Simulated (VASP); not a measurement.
Al12W: single point with PBEsol

Al12W, a slab with vacuum:

```
Al W
1.0
     5.72757    0.00000    0.00000
     2.86378    4.96022    0.00000
     0.00000    0.00000   15.67654
Al W
12 1
Direct
  0.16667 0.16667 0.06379
  0.66667 0.16667 0.06379
  0.16667 0.66666 0.06379
  0.66667 0.66666 0.06379
  0.88077 0.30920 0.20755
  0.33486 0.38143 0.29300
  0.73860 0.88609 0.21366
  0.31530 0.87845 0.28772
  0.17526 0.24858 0.57830
  0.77403 0.99462 0.41483
  0.17158 0.74823 0.56023
  0.58748 0.73608 0.51825
  0.65886 0.25936 0.56577
```

| Property | Result |
| --- | --- |
| Program | VASP 6.6.1 |
| Task | single point |
| Functional | PBEsol |
| Potentials or basis | VASP PAW PBE potentials, release 64 (Al, W_sv) |
| Cutoff | 520 eV |
| k mesh | 3 × 3 × 1 |
| Occupations | fermi-dirac, width 0.05 eV |
| Spin | no spin polarisation |

```
Largest force          : 2.278 eV/Å
Band gap on the k mesh : zero (bands 25 and 26 overlap by 0.72 eV)
```

Forces on the atoms (eV/Å):
```
Al   0.267 -0.213  0.342
Al   0.000  0.131  0.446
Al  -0.092  0.084  0.849
Al  -0.103 -0.066  0.521
Al  -0.324  0.461  0.143
Al  -0.091  0.118 -0.472
Al   0.640 -0.353 -0.161
Al  -0.265 -0.100 -0.253
Al  -0.377  0.243 -0.156
Al   0.161  0.868  0.307
Al  -1.591  0.168  0.532
Al   1.935 -0.492  0.012
W   -0.159 -0.848 -2.108
```

Levels at points of the mesh, in eV from the Fermi level:
```tsv
k point	band 22	band 23	band 24	band 25	band 26	band 27	band 28	band 29
(0.00, 0.00, 0.00)	-1.26	-1.21	-0.92	-0.80	-0.59	-0.46	-0.14	0.15
```

Run time: 2.7 min on 1 thread of Intel(R) Xeon(R) Platinum 8488C (Sapphire Rapids), on a shared host, peak memory 0.59 GiB.

Caveat: the k points lie up to 0.42 Å⁻¹ apart, too coarse for converged energies and pressures of a metal; the atoms stand as in a frame of molecular dynamics; the PAW data sets were made with another functional, which shifts forces and pressure a little; spin-orbit coupling is left out, which moves the levels of the heavy elements.
